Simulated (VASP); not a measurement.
Input of a VASP 6.6.1 run:

Contents of POSCAR:

```
KF
1.0
    0.0000000000      2.6549699311      2.6549699311
    2.6549699311      0.0000000000      2.6549699311
    2.6549699311      2.6549699311      0.0000000000
  K               F
     1     1
Direct
     0.0000000000000000    0.0000000000000000    0.0000000000000000
     0.5000000000000000    0.5000000000000000    0.5000000000000000
```

Contents of INCAR.step1:

```
PREC     = Accurate       # precision mode
ENCUT    = 600            # plane-wave cutoff, eV
EDIFF    = 1E-8           # SCF threshold, eV
ISMEAR   = 0              # smearing method
SIGMA    = 0.03           # smearing width, eV
LREAL    = False          # projectors in reciprocal space
LASPH    = True           # aspherical terms in the spheres
NELM     = 80             # most SCF steps
ALGO     = Fast           # electronic algorithm
ISIF     = 3              # what is computed and relaxed
LWAVE    = False          # write WAVECAR
LCHARG   = False          # write CHGCAR
GGA      = PS             # functional
PSTRESS  = -15.0        
IBRION   = 2              # ionic algorithm
NSW      = 40             # ionic steps
EDIFFG   = -0.002         # ionic threshold
```

The input INCAR.step2:

```
PREC     = Accurate       # precision mode
ENCUT    = 600            # plane-wave cutoff, eV
EDIFF    = 1E-8           # SCF threshold, eV
ISMEAR   = 0              # smearing method
SIGMA    = 0.03           # smearing width, eV
LREAL    = False          # projectors in reciprocal space
LASPH    = True           # aspherical terms in the spheres
NELM     = 80             # most SCF steps
ALGO     = Fast           # electronic algorithm
ISIF     = 2              # what is computed and relaxed
LWAVE    = False          # write WAVECAR
LCHARG   = False          # write CHGCAR
GGA      = PS             # functional
PSTRESS  = -15.0        
IBRION   = 6              # ionic algorithm
NFREE    = 2            
POTIM    = 0.015          # step
NSW      = 1              # ionic steps
```

Contents of KPOINTS:

```
Automatic mesh
0
Gamma
  10 10 10
```

Potentials or basis: VASP PAW PBE potentials, release 64 (K_sv, F).

Command:

```bash
$ cat potpaw_PBE.64/K_sv/POTCAR potpaw_PBE.64/F/POTCAR > POTCAR
$ cp INCAR.step1 INCAR
$ mpirun -np 1 vasp_std > vasp.out
$ cp CONTCAR POSCAR
$ cp INCAR.step2 INCAR
$ mpirun -np 1 vasp_std > vasp.out
```

Question: What does it give for the highest phonon frequency at Γ, LO-TO splitting left out?

Answer: 157 cm⁻¹.

Question: Estimate the relaxed cell.

Answer: a = 3.819 Å, b = 3.819 Å, c = 3.819 Å, α = 60.00°, β = 60.00°, γ = 60.00°.

Question: What does it give for the space group after relaxing (to 0.1 Å)?

Answer: Fm-3m (No. 225).

Phonon frequencies in cm⁻¹ (negative: imaginary):
```csv
q point,frequencies
"(0.000, 0.000, 0.000)",0 0 0 157 157 157
```
